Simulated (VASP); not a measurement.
Ca3GeN, 5 atoms in the cell. It takes space group Pm-3m (No. 221, cubic). The conventional cell has a = 4.757 Å, b = 4.757 Å, c = 4.757 Å, α = 90.00°, β = 90.00°, γ = 90.00°. Within 3.1 Å of Ca (site symmetry 4/mmm) lie 2 N at 2.38 Å. Within 4.4 Å of Ge (site symmetry m-3m) lie 12 Ca at 3.36 Å and 8 N at 4.12 Å. N (site symmetry m-3m) has 6 Ca at 2.38 Å within 3.1 Å. 

| Property | Result |
| --- | --- |
| Program | VASP 6.6.1 |
| Task | single point |
| Functional | LDA |
| Potentials or basis | VASP PAW LDA potentials, release 64 (Ca_sv, Ge_d, N) |
| Cutoff | 520 eV |
| k mesh | 5 × 5 × 5 |
| Occupations | gaussian, width 0.05 eV |
| Spin | no spin polarisation |
| Dipole correction | no |
| Further INCAR settings | ALGO = Normal; EDIFF = 1e-07; NBANDS = 32 |

Potentials or basis: VASP PAW LDA potentials, release 64 (Ca_sv, Ge_d, N).

Command:

```bash
$ cat potpaw_LDA.64/Ca_sv/POTCAR potpaw_LDA.64/Ge_d/POTCAR potpaw_LDA.64/N/POTCAR > POTCAR
$ mpirun -np 1 vasp_std > vasp.out
```

Hardware: 1 thread of Intel(R) Xeon(R) Platinum 8488C (Sapphire Rapids) (shared host).

**Question.** Estimate the wall time of this run.

**Answer.** Run time: 25 s on 1 thread of Intel(R) Xeon(R) Platinum 8488C (Sapphire Rapids), on a shared host, peak memory 0.19 GiB. Counts: scf iterations 16, k points 10.
